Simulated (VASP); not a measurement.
# Rh2N (P6/mmm) in VASP: a series of runs

The runs below take Rh2N through single point, relaxation of cell and atoms, with PBE.

Everything below comes from runs of VASP 6.6.1. Logs are shortened: lines on timing, memory, paths and dates and some standing lists are left out, and cuts for length are marked.

## 1. The cell of the first run

The structure is hexagonal, space group P6/mmm (No. 191). Conventional cell: a = 4.123 Å, b = 4.123 Å, c = 2.651 Å, α = 90.00°, β = 90.00°, γ = 120.00°. Rh (site symmetry -6m2) has 5 Rh at 2.38 to 2.65 Å and 6 N at 2.72 Å within 3.1 Å. N (site symmetry 6/mmm) has 2 N at 2.65 Å and 12 Rh at 2.72 Å within 3.5 Å.

## 2. Single point, PBE

INCAR

```
PREC = Accurate
ENCUT = 520
EDIFF = 1E-6
ISMEAR = 0
SIGMA = 0.1
LREAL = F
LASPH = T
NELM = 80
ALGO = Normal
ISIF = 2
LWAVE = F
LCHARG = F
GGA = PE
NBANDS = 24
```

KPOINTS

```
regular mesh
0
Gamma
  6 6 6
```

POSCAR

```
Rh2N
1.0
    4.1232792119      0.0000000000      0.0000000000
   -2.0616396059      3.5708645444      0.0000000000
    0.0000000000      0.0000000000      2.6514246481
Rh N
2 1
Direct
    0.3333333333      0.6666666667      0.5000000000
    0.6666666667      0.3333333333      0.5000000000
    0.0000000000      0.0000000000      0.0000000000
```

Potentials or basis: VASP PAW PBE potentials, release 64 (Rh_pv, N).

The run is started by

```sh
> cat potpaw_PBE.64/Rh_pv/POTCAR potpaw_PBE.64/N/POTCAR > POTCAR
> mpirun -np 1 vasp_std > vasp.out
```

OUTCAR:

```text
PREC = Accurate
   ENCUT = 520
   EDIFF = 1E-6
   ISMEAR = 0
   LREAL = F
   LASPH = T
   NELM = 80
   ISIF = 2
   GGA = PE

 ion  position               nearest neighbor table
   1  0.333  0.667  0.500-   2 2.38   2 2.38   2 2.38
   2  0.667  0.333  0.500-   1 2.38   1 2.38   1 2.38
   3  0.000  0.000  0.000-

  LATTYP: Found a hexagonal cell.
 ALAT       =     4.1232792119
 C/A-ratio  =     0.6430378618

  Lattice vectors:

 A1 = (   4.1232792119,   0.0000000000,   0.0000000000)
 A2 = (  -2.0616396059,   3.5708645444,   0.0000000000)
 A3 = (   0.0000000000,   0.0000000000,   2.6514246481)

Analysis of symmetry for initial positions (statically):
=====================================================================
 Subroutine PRICEL returns:
 Original cell was already a primitive cell.

 Routine SETGRP: Setting up the symmetry group for a
 hexagonal supercell.

 Subroutine GETGRP returns: Found 24 space group operations
 (whereof 24 operations were pure point group operations)
 out of a pool of 24 trial point group operations.

The static configuration has the point symmetry D_6h.

Analysis of symmetry for dynamics (positions and initial velocities):
=====================================================================
 Subroutine PRICEL returns:
 Original cell was already a primitive cell.

 Routine SETGRP: Setting up the symmetry group for a
 hexagonal supercell.

 Subroutine GETGRP returns: Found 24 space group operations
 (whereof 24 operations were pure point group operations)
 out of a pool of 24 trial point group operations.

The dynamic configuration has the point symmetry D_6h.

 Subroutine INISYM returns: Found 24 space group operations
 (whereof 24 operations are pure point group operations),
 and found     1 'primitive' translations

----------------------------------------------------------------------------------------

                                     Primitive cell

  volume of cell :      39.0387

  direct lattice vectors                    reciprocal lattice vectors
     4.123279212  0.000000000  0.000000000     0.242525415  0.140022113  0.000000000
    -2.061639606  3.570864544  0.000000000     0.000000000  0.280044227  0.000000000
     0.000000000  0.000000000  2.651424648     0.000000000  0.000000000  0.377155730

  length of vectors
     4.123279212  4.123279212  2.651424648     0.280044227  0.280044227  0.377155730

  position of ions in fractional coordinates (direct lattice)
     0.333333333  0.666666667  0.500000000
     0.666666667  0.333333333  0.500000000
     0.000000000  0.000000000  0.000000000

  ion indices of the primitive-cell ions
   primitive index   ion index
                 1           1
                 2           2
                 3           3

----------------------------------------------------------------------------------------

 KPOINTS: regular mesh

Automatic generation of k-mesh.
 Grid dimensions read from file:
 generate k-points for:    6    6    6

 Generating k-lattice:

  Cartesian coordinates                     Fractional coordinates (reciprocal lattice)
     0.040420902  0.023337019  0.000000000     0.166666667  0.000000000  0.000000000
     0.000000000  0.046674038  0.000000000     0.000000000  0.166666667  0.000000000
     0.000000000  0.000000000  0.062859288     0.000000000  0.000000000  0.166666667

  Length of vectors
     0.046674038  0.046674038  0.062859288

  Shift w.r.t. Gamma in fractional coordinates (k-lattice)
     0.000000000  0.000000000  0.000000000

 Subroutine IBZKPT returns following result:
 ===========================================

 Found     28 irreducible k-points:

 Following reciprocal coordinates:
            Coordinates               Weight
  0.000000  0.000000  0.000000      1.000000
  0.166667 -0.000000  0.000000      6.000000
  0.333333  0.000000  0.000000      6.000000
  0.500000 -0.000000  0.000000      3.000000
  0.166667  0.166667  0.000000      6.000000
  0.333333  0.166667  0.000000     12.000000
[... 16 lines left out ...]
  0.166667 -0.000000  0.500000      6.000000
  0.333333  0.000000  0.500000      6.000000
 [... further k-points ...]
   k-points           NKPTS =     28   k-points in BZ     NKDIM =     28   number of bands    NBANDS=     24
   number of dos      NEDOS =    301   number of ions     NIONS =      3
   total plane-waves  NPLWV =  20480
   dimension x,y,z NGX =    32 NGY =   32 NGZ =   20
   dimension x,y,z NGXF=    64 NGYF=   64 NGZF=   40
   ions per type =               2   1
   NGX,Y,Z   is equivalent  to a cutoff of  12.90, 12.90, 12.54 a.u.
   NGXF,Y,Z  is equivalent  to a cutoff of  25.80, 25.80, 25.08 a.u.
 SYSTEM =  unknown system
   PREC   = accura    normal or accurate (medium, high low for compatibility)
   ISTART =      0    job   : 0-new  1-cont  2-samecut
   ICHARG =      2    charge: 1-file 2-atom 10-const
   ISPIN  =      1    spin polarized calculation?
   LNONCOLLINEAR =      F non collinear calculations
   LSORBIT =      F    spin-orbit coupling
   LASPH  =      T    aspherical Exc in radial PAW
   ENCUT  =  520.0 eV  38.22 Ry    6.18 a.u.   7.67  7.67  4.93*2*pi/ulx,y,z
   NELM   =     80;   NELMIN=  2; NELMDL= -5     # of ELM steps
   EDIFF  = 0.1E-05   stopping-criterion for ELM
   LREAL  =      F    real-space projection
   EDIFFG = 0.1E-04   stopping-criterion for IOM
   NSW    =      0    number of steps for IOM
   IBRION =     -1    ionic relax: 0-MD 1-quasi-New 2-CG
   NFREE  =      0    steps in history (QN), initial steepest desc. (CG)
   ISIF   =      2    stress and relaxation
   ISYM   =      2    0-nonsym 1-usesym 2-fastsym
   POTIM  = 0.5000    time-step for ionic-motion
   TEBEG  =    0.0;   TEEND  =   0.0 temperature during run
   PSTRESS=    0.0 pullay stress
   NELECT =      35.0000    total number of electrons
   NUPDOWN=      -1.0000    fix difference up-down
   EMIN   =  10.00;   EMAX   =-10.00  energy-range for DOS
   EFERMI =   0.00;   METHOD = LEGACY
   ISMEAR =     0;   SIGMA  =   0.10  broadening in eV -4-tet -1-fermi 0-gaus
   EFERMI_NEDOS =   21; number of points for ismear=-14 and -15
   IALGO  =     38    algorithm
   IMIX   =      4    mixing-type and parameters
     AMIX     =   0.40;   BMIX     =  1.00
     AMIX_MAG =   1.60;   BMIX_MAG =  1.00
  volume/ion in A,a.u.               =      13.01        87.82
  Fermi-wavevector in a.u.,A,eV,Ry     =   1.578577  2.983078 33.904421  2.491905
  Thomas-Fermi vector in A             =   2.679087
   LORBIT       =      0    0 simple, 1 ext, 2 COOP (PROOUT), +10 PAW based schemes
   GGA     = PE    functional components
   LHFCALC =     F    Hartree Fock is set to
   AEXX    =    0.0000 exact exchange contribution
   IVDW    =     0    specifies the selected vdW correction
   LEPSILON=     F    determine dielectric tensor
   LRPA    =     F    only Hartree local field effects (RPA)
 non-spin polarized calculation
 Gauss-broadening in eV      SIGMA  =   0.10
  energy-cutoff  :      520.00
  volume of cell :       39.04
 maximum number of plane-waves:      1102
 NGX is ok and might be reduce to    32
   NGX = 15   NGY = 15   NGZ =  9

 number of electron      34.9999998 magnetization

 Free energy of the ion-electron system (eV)
  ---------------------------------------------------
  ext. energy  EPLUGINS =         0.00000000
  ---------------------------------------------------
  free energy    TOTEN  =       -17.39730532 eV

  energy without entropy =      -17.36844620  energy(sigma->0) =      -17.38287576

 E-fermi :   8.9039     XC(G=0): -12.9478

 val. band max:        8.8829853124   @ k =   0.3333   0.0000   0.3333
 cond. band min:       8.9619301874   @ k =   0.5000  -0.0000   0.3333
 fundamental gap:      0.0789448750
 Fermi energy:         8.9038532727

 k-point     1 :       0.0000    0.0000    0.0000
  band No.  band energies     occupation
      1     -38.3183      2.00000
      2     -38.3183      2.00000
      3     -37.5053      2.00000
      4     -37.5053      2.00000
      5     -37.4422      2.00000
      6     -37.2597      2.00000
[... 16 lines left out ...]
     23      15.5597      0.00000
     24      21.2404      0.00000

 k-point     2 :       0.1667   -0.0000    0.0000
  band No.  band energies     occupation
      1     -38.3354      2.00000
      2     -38.2790      2.00000
      3     -37.5465      2.00000
      4     -37.4867      2.00000
      5     -37.4315      2.00000
      6     -37.2705      2.00000
[... 16 lines left out ...]
     23      15.8836      0.00000
     24      22.3038      0.00000

 k-point     3 :       0.3333    0.0000    0.0000
  band No.  band energies     occupation
      1     -38.3678      2.00000
      2     -38.1833      2.00000
      3     -37.6459      2.00000
      4     -37.4515      2.00000
      5     -37.4039      2.00000
      6     -37.2985      2.00000
[... 16 lines left out ...]
     23      16.6512      0.00000
     24      22.4065      0.00000

 k-point     4 :       0.5000   -0.0000    0.0000
  band No.  band energies     occupation
      1     -38.3830      2.00000
      2     -38.1188      2.00000
      3     -37.7122      2.00000
      4     -37.4348      2.00000
      5     -37.3817      2.00000
      6     -37.3209      2.00000
[... 16 lines left out ...]
     23      17.1138      0.00000
     24      21.8133      0.00000

 k-point     5 :       0.1667    0.1667    0.0000
  band No.  band energies     occupation
      1     -38.3661      2.00000
      2     -38.2006      2.00000
      3     -37.6276      2.00000
      4     -37.4539      2.00000
      5     -37.4120      2.00000
      6     -37.2903      2.00000
[... 16 lines left out ...]
     23      16.0633      0.00000
     24      23.2507      0.00000

 k-point     6 :       0.3333    0.1667    0.0000
  band No.  band energies     occupation
      1     -38.3973      2.00000
      2     -38.0820      2.00000
      3     -37.7489      2.00000
      4     -37.4206      2.00000
      5     -37.3817      2.00000
      6     -37.3208      2.00000
[... 16 lines left out ...]
     23      16.0488      0.00000
     24      22.5833      0.00000
[... 379 lines left out ...]
 k-point    21 :       0.3333    0.3333    0.3333
  band No.  band energies     occupation
      1     -38.3764      2.00000
      2     -37.8830      2.00000
      3     -37.8830      2.00000
      4     -37.6798      2.00000
      5     -37.6798      2.00000
      6     -37.3750      2.00000
[... 16 lines left out ...]
     23      18.0704      0.00000
     24      19.6018      0.00000

 k-point    22 :       0.0000    0.0000    0.5000
  band No.  band energies     occupation
      1     -38.2680      2.00000
      2     -38.2680      2.00000
      3     -37.9003      2.00000
      4     -37.6732      2.00000
      5     -37.4681      2.00000
      6     -37.4681      2.00000
[... 16 lines left out ...]
     23      20.1437      0.00000
     24      22.2402      0.00000

 k-point    23 :       0.1667   -0.0000    0.5000
  band No.  band energies     occupation
      1     -38.2846      2.00000
      2     -38.2291      2.00000
      3     -37.8869      2.00000
      4     -37.6866      2.00000
      5     -37.5085      2.00000
      6     -37.4501      2.00000
[... 16 lines left out ...]
     23      19.0337      0.00000
     24      19.8030      0.00000

 k-point    24 :       0.3333    0.0000    0.5000
  band No.  band energies     occupation
      1     -38.3157      2.00000
      2     -38.1341      2.00000
      3     -37.8525      2.00000
      4     -37.7214      2.00000
      5     -37.6067      2.00000
      6     -37.4161      2.00000
[... 16 lines left out ...]
     23      17.1690      0.00000
     24      17.7272      0.00000

 [... further k-points ...]

------------------------ aborting loop because EDIFF is reached ----------------------------------------

  FORCE on cell =-STRESS in cart. coord.  units (eV):
  Direction    XX          YY          ZZ          XY          YZ          ZX
  --------------------------------------------------------------------------------------
  -------------------------------------------------------------------------------------
  Total       -0.0328131     -0.0328131     -0.0436134     -0.0000000      0.0000000     -0.0000000
  in kB       -1.3466720     -1.3466720     -1.7899278     -0.0000000      0.0000000     -0.0000000
  external PRESSURE =      -1.4944240 kB  Pullay stress =       0.0000000 kB

 VOLUME and BASIS-vectors are now :
 -----------------------------------------------------------------------------
  energy-cutoff  :      520.00
  volume of cell :       39.04
      direct lattice vectors                 reciprocal lattice vectors
     4.123279212  0.000000000  0.000000000     0.242525415  0.140022113  0.000000000
    -2.061639606  3.570864544  0.000000000     0.000000000  0.280044227  0.000000000
     0.000000000  0.000000000  2.651424648     0.000000000  0.000000000  0.377155730

 POSITION                                       TOTAL-FORCE (eV/Angst)
 -----------------------------------------------------------------------------------
     -0.00000      2.38058      1.32571         0.000000     -0.000000     -0.000000
      2.06164      1.19029      1.32571        -0.000000      0.000000      0.000000
      0.00000      0.00000      0.00000        -0.000000      0.000000      0.000000
 -----------------------------------------------------------------------------------
    total drift:                               -0.000000      0.000000      0.000000

  FREE ENERGIE OF THE ION-ELECTRON SYSTEM (eV)
  ---------------------------------------------------
  free  energy   TOTEN  =       -17.3973053170 eV

  energy  without entropy=      -17.3684461996  energy(sigma->0) =      -17.38287576
```

Wall time 14 s (1 thread of Intel Xeon Platinum 8375C at 2.90GHz (Ice Lake), shared host); peak memory 0.16 GiB.

What came out:

```yaml
Free_energy: -17.3973 eV
Pressure: -0.1 GPa
```

Caveat: the k points lie up to 0.39 Å⁻¹ apart.

## 3. Relaxation of cell and atoms, PBE

This run uses another cell than the first one, of 10.23 Å³/atom, 0.786 times its volume.

INCAR

```
ALGO = Normal
EDIFF = 1E-7
EDIFFG = -0.04
ENCUT = 600
GGA = PE
IBRION = 2
ISIF = 3
ISMEAR = 0
LASPH = True
LCHARG = False
LREAL = False
LWAVE = False
NELM = 100
NSW = 90
PREC = Accurate
SIGMA = 0.1
```

KPOINTS

```
k-points
0
Gamma
  6 6 6
```

POSCAR

```
Rh2N
1.0
    3.2012595877      0.0000000000      0.0000000000
   -1.6006297938      2.7723721270      0.0000000000
    0.0000000000      0.0000000000      3.4565095216
Rh N
2 1
Direct
    0.3333333333      0.6666666667      0.5000000000
    0.6666666667      0.3333333333      0.5000000000
    0.0000000000      0.0000000000      0.0000000000
```

Potentials or basis: VASP PAW PBE potentials, release 64 (Rh_pv, N).

The run is started by

```sh
> cat potpaw_PBE.64/Rh_pv/POTCAR potpaw_PBE.64/N/POTCAR > POTCAR
> mpirun -np 1 vasp_std > vasp.out
```

Wall time 7.3 min (1 thread of Intel Xeon Platinum 8375C at 2.90GHz (Ice Lake), shared host); peak memory 0.17 GiB.

Results (log left out):

* Free energy: -17.3260 eV
* Relaxed volume: 12.89 Å³/atom
* Relaxed cell: a = 4.103 Å, b = 4.103 Å, c = 2.654 Å, α = 90.00°, β = 90.00°, γ = 120.00°
* Space group after relaxing (to 0.05 Å): P6/mmm (No. 191)
* Energy gained by relaxing: 4743.2 meV/atom
* Ionic steps: 20
* Pressure after relaxing: 0.1 GPa

Step by step:
```csv
step,energy change (eV),largest force (eV/Å),pressure (GPa),volume (Å³)
1,0.0000,0.0000,243.44,30.68
2,24.1628,0.0000,-115.76,138.01
3,-7.9896,0.0000,-30.21,75.71
4,-10.1670,0.0000,-29.84,65.53
5,-12.7166,0.0000,-2.75,46.48
6,-12.7272,0.0000,-12.17,49.04
7,-12.7493,0.0000,-8.44,47.92
8,-12.7477,0.0000,-7.03,47.53
9,-13.4985,0.0000,-5.32,43.30
10,-10.3517,0.0000,108.66,30.05
11,-13.8452,0.0000,-2.71,41.22
12,-14.0357,0.0000,19.42,35.71
13,-14.1502,0.0000,4.16,38.51
14,-14.1790,0.0000,9.65,37.24
15,-14.1818,0.0000,8.24,37.53
16,-14.0806,0.0000,-8.12,40.09
17,-14.2276,0.0000,1.30,38.42
18,-14.2276,0.0000,1.43,38.41
19,-14.2287,0.0000,-0.76,38.87
20,-14.2296,0.0000,0.14,38.68
```

Final structure:
```
CELL_PARAMETERS angstrom
4.10256 0.00000 0.00000
-2.05128 3.55292 0.00000
0.00000 0.00000 2.65399
ATOMIC_POSITIONS crystal
Rh 0.33333 0.66667 0.50000
Rh 0.66667 0.33333 0.50000
N 0.00000 0.00000 0.00000
```

Levels at points of the mesh, in eV from the Fermi level:
| k point | band 15 | band 16 | band 17 | band 18 | band 19 | band 20 |
| --- | --- | --- | --- | --- | --- | --- |
| (0.00, 0.00, 0.00) | -1.87 | -1.87 | 0.11 | 0.11 | 0.58 | 0.96 |
| (0.50, 0.00, 0.00) | -1.97 | -0.38 | -0.28 | -0.25 | 0.43 | 1.25 |
| (0.00, 0.00, 0.50) | -2.41 | -2.41 | -0.71 | 0.96 | 0.96 | 1.75 |
| (0.50, 0.00, 0.50) | -1.12 | -0.33 | 0.11 | 0.27 | 1.17 | 1.32 |

Caveat: the k points lie up to 0.39 Å⁻¹ apart in the final cell; the volume moved by over 15 % at a fixed basis, so the end points are rough.
